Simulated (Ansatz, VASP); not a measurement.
# One calculation of BiS, two programs

```
CELL_PARAMETERS angstrom
0.00000 3.00522 3.00522
3.00522 0.00000 3.00522
3.00522 3.00522 0.00000
ATOMIC_POSITIONS crystal
Bi 0.00000 0.00000 0.00000
S 0.50000 0.50000 0.50000
```

Change from the starting cell: species swapped into the MnSe type (Fm-3m, No. 225).

Alike in both runs: task single point; functional PBE; k mesh 6 × 6 × 6; occupations gaussian, width 0.1 eV; no spin polarisation.

|  | VASP | Ansatz |
| --- | --- | --- |
| version | VASP 6.6.1 | Ansatz 0.2.0 |
| potentials or method | VASP PAW PBE potentials, release 64 (Bi_d, S), cutoff 520 eV | scalar-relativistic, plane waves, PAW |
| valence electrons in the cell | 21 | 21 |

Ansatz gave:

```
gap on the k mesh at the Fermi level (eV) : none
pressure (GPa)                            : -1.4
```

**Question.** What did VASP give for the same quantities?

**Answer.** gap on the k mesh at the Fermi level (eV): none; pressure (GPa): -1.5.

A gap of «none» marks a metal or a gap that the smearing closes.

Spin-orbit coupling is off throughout.
